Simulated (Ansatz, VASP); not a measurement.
**MgO: VASP beside Ansatz**

File POSCAR:

```
MgO
1.0
    0.0000000000      2.1088943526      2.1088943526
    2.1088943526      0.0000000000      2.1088943526
    2.1088943526      2.1088943526      0.0000000000
Mg O
1 1
Direct
    0.0000000000      0.0000000000      0.0000000000
    0.5000000000      0.5000000000      0.5000000000
```

Contents of INCAR.step1:

```
SYSTEM = MgO
  ALGO = Normal
  EDIFF = 1E-4
  ENCUT = 520
  GGA = PE
  ISMEAR = 0
  LASPH = .True.
  LCHARG = .False.
  LREAL = .False.
  LWAVE = .True.
  NBANDS = 11
  NELM = 100
  PREC = Accurate
  SIGMA = 0.01
```

INCAR.step2

```
SYSTEM = MgO
  ALGO = Normal
  EDIFF = 1E-7
  ENCUT = 520
  ISIF = 2
  ISMEAR = 0
  ISTART = 1
  LASPH = .True.
  LCHARG = .True.
  LELF = .True.
  LMIXTAU = .True.
  LREAL = .False.
  LVHAR = .True.
  LWAVE = .False.
  METAGGA = R2SCAN
  NBANDS = 11
  NELM = 100
  PREC = Accurate
  SIGMA = 0.01
```

Contents of KPOINTS:

```
k-points
0
Gamma
  10 10 10
  0 0 0
```

Input for Ansatz:

```yaml
crystal:
  lattice:
    - [0.0, 2.1088943526, 2.1088943526]
    - [2.1088943526, 0.0, 2.1088943526]
    - [2.1088943526, 2.1088943526, 0.0]
  atoms:
    - { symbol: Mg, position: [0.0, 0.0, 0.0] }
    - { symbol: O, position: [0.5, 0.5, 0.5] }
kpoints:
  mp_grid: { grid: [10, 10, 10] }
  band_path:
    path:
      - [0.0, 0.0, 0.0]
      - [0.5, 0.0, 0.5]
      - [0.625, 0.25, 0.625]
      - [0.375, 0.375, 0.75]
      - [0.5, 0.5, 0.5]
      - [0.5, 0.25, 0.75]
    npoints: 1
hamiltonian:
  xc: r2scan
scf:
  occupations: { method: fixed }
  n_extra_bands: 4
output:
  forces: true
  stress: true
  eigenvalues: true
```

Change from the starting cell: hydrostatic strain +0.3%.

Alike in both runs: task single point; functional r2SCAN; k mesh 10 × 10 × 10; no spin polarisation.

|  | VASP | Ansatz |
| --- | --- | --- |
| version | VASP 6.6.1 | Ansatz 0.2.0 |
| potentials or method | VASP PAW PBE potentials, release 64 (Mg, O) | plane waves, PAW |
| plane-wave cutoff (eV) | 520 | 500 |
| occupations | gaussian, width 0.01 eV | fixed |
| valence electrons in the cell | 8 | 16 |

Ansatz gave:

| Property | Result |
| --- | --- |
| gap on the k mesh at the Fermi level (eV) | 5.59 |
| pressure (GPa) | -1.6 |

Estimate VASP's values.

gap on the k mesh at the Fermi level (eV): 5.56; pressure (GPa): -2.7.

VASP's potentials were made for PBE, not for r2SCAN. VASP's potentials hold 8 valence electrons a cell and Ansatz's 16, so a difference there can come from the potentials and not from the codes.
